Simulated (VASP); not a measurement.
# ZnO (Fm-3m) in VASP: notebook, part 2 of 2

VASP 6.6.1.

## 3. Single point, PBE-based screened hybrid with 100 % exact exchange

File POSCAR:

```
ZnO
1.0
    0.0000000000      2.1337703963      2.1337703963
    2.1337703963      0.0000000000      2.1337703963
    2.1337703963      2.1337703963      0.0000000000
Zn O
1 1
Direct
    0.0000000000      0.0000000000      0.0000000000
    0.5000000000      0.5000000000      0.5000000000
```

File INCAR.step1:

```
SYSTEM = ZnO
PREC     = Accurate       ! precision mode
ENCUT    = 1000           ! plane-wave cutoff, eV
EDIFF    = 1E-5           ! SCF threshold, eV
ISMEAR   = 0              ! smearing method
SIGMA    = 0.01           ! smearing width, eV
LREAL    = .FALSE.        ! projectors in reciprocal space
LASPH    = .TRUE.         ! aspherical terms in the spheres
NELM     = 120            ! most SCF steps
ALGO     = Normal         ! electronic algorithm
ISIF     = 2              ! what is computed and relaxed
LWAVE    = .TRUE.         ! write WAVECAR
NBANDS   = 16             ! bands
GGA      = PE             ! functional
GGA_COMPAT= .FALSE.
```

File INCAR.step2:

```
SYSTEM = ZnO
PREC     = Accurate       ! precision mode
ENCUT    = 1000           ! plane-wave cutoff, eV
EDIFF    = 1E-6           ! SCF threshold, eV
ISMEAR   = 0              ! smearing method
SIGMA    = 0.01           ! smearing width, eV
LREAL    = .FALSE.        ! projectors in reciprocal space
LASPH    = .TRUE.         ! aspherical terms in the spheres
NELM     = 120            ! most SCF steps
ALGO     = Normal         ! electronic algorithm
ISIF     = 2              ! what is computed and relaxed
LWAVE    = .FALSE.        ! write WAVECAR
LCHARG   = .TRUE.         ! write CHGCAR
GGA      = PE             ! functional
LHFCALC  = .TRUE.         ! exact exchange
AEXX     = 1.0            ! exact-exchange fraction
HFSCREEN = 0.3            ! screening, 1/A
PRECFOCK = Normal       
LELF     = .TRUE.         ! ELF
LVHAR    = .TRUE.       
NBANDS   = 16             ! bands
ISTART   = 1            
ALDAC    = 1.0          
AGGAC    = 1.0          
GGA_COMPAT= .FALSE.
```

File KPOINTS:

```
Automatic mesh
0
G
  4 4 4
  0 0 0
```

Potentials or basis: VASP PAW PBE potentials, release 64 (Zn, O_h).

Run with:

```bash
$ cat potpaw_PBE.64/Zn/POTCAR potpaw_PBE.64/O_h/POTCAR > POTCAR
$ cp INCAR.step1 INCAR
$ mpirun -np 1 vasp_std > vasp.out
$ cp INCAR.step2 INCAR
$ mpirun -np 1 vasp_std > vasp.out
```

OUTCAR:

```text
SYSTEM = ZnO
   PREC = Accurate
   ENCUT = 1000
   EDIFF = 1E-6
   ISMEAR = 0
   LREAL = .FALSE.
   LASPH = .TRUE.
   NELM = 120
   ISIF = 2
   GGA = PE
   LHFCALC = .TRUE.
   AEXX = 1.0
   HFSCREEN = 0.3
   PRECFOCK = Normal
   ISTART = 1

 ion  position               nearest neighbor table
   1  0.000  0.000  0.000-   2 2.13   2 2.13   2 2.13   2 2.13   2 2.13   2 2.13
   2  0.500  0.500  0.500-   1 2.13   1 2.13   1 2.13   1 2.13   1 2.13   1 2.13

  LATTYP: Found a face centered cubic cell.
 ALAT       =     4.2675407926

  Lattice vectors:

 A1 = (   0.0000000000,   2.1337703963,   2.1337703963)
 A2 = (   2.1337703963,   0.0000000000,   2.1337703963)
 A3 = (   2.1337703963,   2.1337703963,   0.0000000000)

Analysis of symmetry for initial positions (statically):
=====================================================================
 Subroutine PRICEL returns:
 Original cell was already a primitive cell.

 Routine SETGRP: Setting up the symmetry group for a
 face centered cubic supercell.

 Subroutine GETGRP returns: Found 48 space group operations
 (whereof 48 operations were pure point group operations)
 out of a pool of 48 trial point group operations.

The static configuration has the point symmetry O_h .

Analysis of symmetry for dynamics (positions and initial velocities):
=====================================================================
 Subroutine PRICEL returns:
 Original cell was already a primitive cell.

 Routine SETGRP: Setting up the symmetry group for a
 face centered cubic supercell.

 Subroutine GETGRP returns: Found 48 space group operations
 (whereof 48 operations were pure point group operations)
 out of a pool of 48 trial point group operations.

The dynamic configuration has the point symmetry O_h .

 Subroutine INISYM returns: Found 48 space group operations
 (whereof 48 operations are pure point group operations),
 and found     1 'primitive' translations

----------------------------------------------------------------------------------------

                                     Primitive cell

  volume of cell :      19.4300

  direct lattice vectors                    reciprocal lattice vectors
     0.000000000  2.133770396  2.133770396    -0.234326993  0.234326993  0.234326993
     2.133770396  0.000000000  2.133770396     0.234326993 -0.234326993  0.234326993
     2.133770396  2.133770396  0.000000000     0.234326993  0.234326993 -0.234326993

  length of vectors
     3.017607033  3.017607033  3.017607033     0.405866257  0.405866257  0.405866257

  position of ions in fractional coordinates (direct lattice)
     0.000000000  0.000000000  0.000000000
     0.500000000  0.500000000  0.500000000

  ion indices of the primitive-cell ions
   primitive index   ion index
                 1           1
                 2           2

----------------------------------------------------------------------------------------

 KPOINTS: Automatic mesh

Automatic generation of k-mesh.
 Grid dimensions read from file:
[... 23 lines left out ...]
  0.250000  0.000000  0.000000      8.000000
  0.500000  0.000000  0.000000      4.000000
  0.250000  0.250000  0.000000      6.000000
  0.500000  0.250000  0.000000     24.000000
 -0.250000  0.250000  0.000000     12.000000
  0.500000  0.500000  0.000000      3.000000
 -0.250000  0.500000  0.250000      6.000000
   k-points           NKPTS =      8   k-points in BZ     NKDIM =     64   number of bands    NBANDS=     16
   number of dos      NEDOS =    301   number of ions     NIONS =      2
   total plane-waves  NPLWV =  32768
   dimension x,y,z NGX =    32 NGY =   32 NGZ =   32
   dimension x,y,z NGXF=    64 NGYF=   64 NGZF=   64
   ions per type =               1   1
   NGX,Y,Z   is equivalent  to a cutoff of  17.63, 17.63, 17.63 a.u.
   NGXF,Y,Z  is equivalent  to a cutoff of  35.26, 35.26, 35.26 a.u.
 SYSTEM =  ZnO
   PREC   = accura    normal or accurate (medium, high low for compatibility)
   ISTART =      1    job   : 0-new  1-cont  2-samecut
   ICHARG =      0    charge: 1-file 2-atom 10-const
   ISPIN  =      1    spin polarized calculation?
   LNONCOLLINEAR =      F non collinear calculations
   LSORBIT =      F    spin-orbit coupling
   LASPH  =      T    aspherical Exc in radial PAW
   ENCUT  = 1000.0 eV  73.50 Ry    8.57 a.u.   7.78  7.78  7.78*2*pi/ulx,y,z
   NELM   =    120;   NELMIN=  2; NELMDL=  0     # of ELM steps
   EDIFF  = 0.1E-05   stopping-criterion for ELM
   LREAL  =      F    real-space projection
   EDIFFG = 0.1E-04   stopping-criterion for IOM
   NSW    =      0    number of steps for IOM
   IBRION =     -1    ionic relax: 0-MD 1-quasi-New 2-CG
   NFREE  =      0    steps in history (QN), initial steepest desc. (CG)
   ISIF   =      2    stress and relaxation
   ISYM   =      3    0-nonsym 1-usesym 2-fastsym
   POTIM  = 0.5000    time-step for ionic-motion
   TEBEG  =    0.0;   TEEND  =   0.0 temperature during run
   PSTRESS=    0.0 pullay stress
   NELECT =      18.0000    total number of electrons
   NUPDOWN=      -1.0000    fix difference up-down
   EMIN   =  10.00;   EMAX   =-10.00  energy-range for DOS
   EFERMI =   0.00;   METHOD = LEGACY
   ISMEAR =     0;   SIGMA  =   0.01  broadening in eV -4-tet -1-fermi 0-gaus
   EFERMI_NEDOS =   21; number of points for ismear=-14 and -15
   IALGO  =     38    algorithm
   IMIX   =      1    mixing-type and parameters
     AMIX     =   0.40;   BMIX     =  1.00
     AMIX_MAG =   1.60;   BMIX_MAG =  1.00
  volume/ion in A,a.u.               =       9.72        65.56
  Fermi-wavevector in a.u.,A,eV,Ry     =   1.595908  3.015830 34.653003  2.546924
  Thomas-Fermi vector in A             =   2.693754
   LORBIT       =      0    0 simple, 1 ext, 2 COOP (PROOUT), +10 PAW based schemes
   GGA     = PE    functional components
   LHFCALC =     T    Hartree Fock is set to
   PRECFOCK=normal    Normal, Fast or Accurate (Low or Medium for compatibility)
   ENCUT4O =  -1.0   cutoff for four orbital integrals eV
   NKREDX  =     1    reduce k-point grid by
   NKREDY  =     1    reduce k-point grid by
   NKREDZ  =     1    reduce k-point grid by
   AEXX    =    1.0000 exact exchange contribution
   HFSCREEN=    0.3000 screening length (either q_TF or 0.3 A-1)
   HFSCREENC=   0.3000 screening length for correlation (either q_TF or 0.3 A-1)
   ENCUTFOCK=  -1.0 apply spherical cutoff to Coloumb kernel
   IVDW    =     0    specifies the selected vdW correction
   LEPSILON=     F    determine dielectric tensor
   LRPA    =     F    only Hartree local field effects (RPA)
 non-spin polarized calculation
 Gauss-broadening in eV      SIGMA  =   0.01
  energy-cutoff  :     1000.00
  volume of cell :       19.43
 maximum number of plane-waves:      1411
  NGX = 24; NGY = 24; NGZ = 24

 number of electron      17.9999997 magnetization

 Free energy of the ion-electron system (eV)
  ---------------------------------------------------
  ext. energy  EPLUGINS =         0.00000000
  ---------------------------------------------------
  free energy    TOTEN  =       -18.68204312 eV

  energy without entropy =      -18.68204312  energy(sigma->0) =      -18.68204312

 E-fermi :  -1.4823     XC(G=0):  -3.9296

 val. band max:       -1.6499306080   @ k =   0.5000   0.0000   0.0000
 cond. band min:       6.0627323762   @ k =   0.0000   0.0000   0.0000
 fundamental gap:      7.7126629842
 Fermi energy:        -1.4822811955

 k-point     1 :       0.0000    0.0000    0.0000
  band No.  band energies     occupation
      1     -25.7578      2.00000
      2     -11.0629      2.00000
      3     -11.0629      2.00000
      4     -10.9355      2.00000
      5     -10.9355      2.00000
      6     -10.9355      2.00000
[... 129 lines left out ...]
      3     -11.0510      2.00000
      4     -11.0510      2.00000
      5     -10.4688      2.00000
      6     -10.4362      2.00000
[... 8 lines left out ...]
     15      28.0393      0.00000
     16      36.4550      0.00000

------------------------ aborting loop because EDIFF is reached ----------------------------------------

  FORCE on cell =-STRESS in cart. coord.  units (eV):
  Direction    XX          YY          ZZ          XY          YZ          ZX
  --------------------------------------------------------------------------------------
  -------------------------------------------------------------------------------------
  Total       -1.5039921     -1.5039921     -1.5039921      0.0000000     -0.0000000      0.0000000
  in kB     -124.0175300   -124.0175300   -124.0175300      0.0000000     -0.0000000      0.0000000
  external PRESSURE =    -124.0175300 kB  Pullay stress =       0.0000000 kB

 VOLUME and BASIS-vectors are now :
 -----------------------------------------------------------------------------
  energy-cutoff  :     1000.00
  volume of cell :       19.43
      direct lattice vectors                 reciprocal lattice vectors
     0.000000000  2.133770396  2.133770396    -0.234326993  0.234326993  0.234326993
     2.133770396  0.000000000  2.133770396     0.234326993 -0.234326993  0.234326993
     2.133770396  2.133770396  0.000000000     0.234326993  0.234326993 -0.234326993

 POSITION                                       TOTAL-FORCE (eV/Angst)
 -----------------------------------------------------------------------------------
      0.00000      0.00000      0.00000        -0.000000      0.000000      0.000000
      2.13377      2.13377      2.13377         0.000000     -0.000000      0.000000
 -----------------------------------------------------------------------------------
    total drift:                                0.000001      0.000002      0.000002

  FREE ENERGIE OF THE ION-ELECTRON SYSTEM (eV)
  ---------------------------------------------------
  free  energy   TOTEN  =       -18.6820431181 eV

  energy  without entropy=      -18.6820431181  energy(sigma->0) =      -18.68204312
```

It took 3.4 min on 1 thread of Intel Xeon 6975P-C (Granite Rapids), shared host; peak memory 0.28 GiB.

What came out:

- Free energy: -18.6820 eV
- Pressure: -12.4 GPa
- Band gap on the k mesh: 7.71 eV (least direct gap 8.62 eV)

Caveat: the k points lie up to 0.64 Å⁻¹ apart; the structure was generated, so it needn't be the stable form of ZnO; the PAW data sets were made with another functional, which shifts forces and pressure a little.
